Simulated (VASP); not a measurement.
Set up this calculation in VASP 6.6.1, as the native input.

* Task: single point
* Functional: r2SCAN
* Potentials or basis: VASP PAW PBE potentials, release 64 (Si, C)
* Cutoff: 520 eV
* k mesh: 10 × 10 × 10
* Occupations: gaussian, width 0.01 eV
* Spin: no spin polarisation
* Dipole correction: no
* Further INCAR settings: ALGO = Normal; EDIFF = 1e-06; NBANDS = 11

The system is SiC.

```
Si C
1.0
     2.13461    2.13461    0.00000
    -2.13461    2.13461    0.00000
     0.00000    2.13461    2.20431
Si C
1 1
Direct
  0.00000 0.00000 0.00000
  0.75000 0.25000 0.50000
```

This cell differs from its parent crystal: in-plane strain -0.02.

The input as run:

POSCAR

```
SiC
1.0
    2.1346066291      2.1346066291      0.0000000000
   -2.1346066291      2.1346066291      0.0000000000
    0.0000000000      2.1346066291      2.2043080701
Si C
1 1
Direct
    0.0000000000      0.0000000000      0.0000000000
    0.7500000000      0.2500000000      0.5000000000
```

INCAR.step1

```
  PREC = Accurate
  ENCUT = 520
  ISMEAR = 0
  SIGMA = 0.01
  LREAL = False
  LASPH = True
  NELM = 80
  NBANDS = 11
  GGA = PE
  ALGO = Normal
  EDIFF = 1E-4
  LWAVE = True
  LCHARG = False
```

INCAR.step2

```
  PREC = Accurate
  ENCUT = 520
  EDIFF = 1E-6
  ISMEAR = 0
  SIGMA = 0.01
  LREAL = False
  LASPH = True
  NELM = 80
  ALGO = Normal
  ISIF = 2
  LWAVE = False
  LCHARG = False
  METAGGA = R2SCAN
  LMIXTAU = True
  NBANDS = 11
  ISTART = 1
```

KPOINTS

```
regular mesh
0
Gamma
  10 10 10
```

Potentials or basis: VASP PAW PBE potentials, release 64 (Si, C).

Run with:

```bash
$ cat potpaw_PBE.64/Si/POTCAR potpaw_PBE.64/C/POTCAR > POTCAR
$ cp INCAR.step1 INCAR
$ mpirun -np 1 vasp_std > vasp.out
$ cp INCAR.step2 INCAR
$ mpirun -np 1 vasp_std > vasp.out
```

It gave:

- Pressure: 6.5 GPa
- Band gap on the k mesh: 1.53 eV (least direct gap 5.06 eV)

Caveat: the cell differs from its parent crystal (in-plane strain -0.02); the cell stands under pressure; the PAW data sets were made with another functional, which shifts forces and pressure a little.

Wall time 110 s on 1 thread of Intel Xeon 8259CL (shared host), peak memory 0.15 GiB.
